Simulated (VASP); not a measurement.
Wanted: the native input for a VASP 6.6.1 run.

```yaml
Task: single point
Functional: revPBE
Potentials_or_basis: VASP PAW PBE potentials, release 64 (Ag)
Cutoff: 520 eV
k_mesh: 10 × 10 × 10
Occupations: fermi-dirac, width 0.1 eV
Spin: no spin polarisation
Dipole_correction: no
Further_INCAR_settings: ALGO = Normal; EDIFF = 1e-06; NBANDS = 18
```

The structure of Ag lies in POSCAR:

```
Ag
1.0
    0.0000000000      3.0785126925      3.0785126925
    3.0785126925      0.0000000000      3.0785126925
    3.0785126925      3.0785126925      0.0000000000
Ag
2
Direct
    0.1250000000      0.1250000000      0.1250000000
    0.8750000000      0.8750000000      0.8750000000
```

This cell differs from its parent crystal: volume scaled by 0.92.

One way to write it, as run:

INCAR

```
SYSTEM = Ag
PREC     = Accurate       ! precision mode
ENCUT    = 520            ! plane-wave cutoff, eV
EDIFF    = 1E-6           ! SCF threshold, eV
ISMEAR   = -1             ! smearing method
SIGMA    = 0.1            ! smearing width, eV
LREAL    = .FALSE.        ! projectors in reciprocal space
LASPH    = .TRUE.         ! aspherical terms in the spheres
NELM     = 100            ! most SCF steps
ALGO     = Normal         ! electronic algorithm
ISIF     = 2              ! what is computed and relaxed
LWAVE    = .FALSE.        ! write WAVECAR
LCHARG   = .FALSE.        ! write CHGCAR
GGA      = RE             ! functional
NBANDS   = 18             ! bands
```

KPOINTS

```
regular mesh
0
G
  10 10 10
  0 0 0
```

Potentials or basis: VASP PAW PBE potentials, release 64 (Ag).

The run is started by

```sh
$ cat potpaw_PBE.64/Ag/POTCAR > POTCAR
$ mpirun -np 1 vasp_std > vasp.out
```

Results of the run:

```json
{
  "Pressure": "2.5 GPa",
  "Band gap on the k mesh": "zero (band 11 reaches 3.43 eV, above the bottom of band 12 at 2.42 eV)"
}
```

Caveat: the PAW data sets were made with another functional, which shifts forces and pressure a little.

Wall time 38 s on 1 thread of AMD EPYC 7R43 64-Core Processor (Zen 3), with other jobs on the host, peak memory 0.16 GiB.
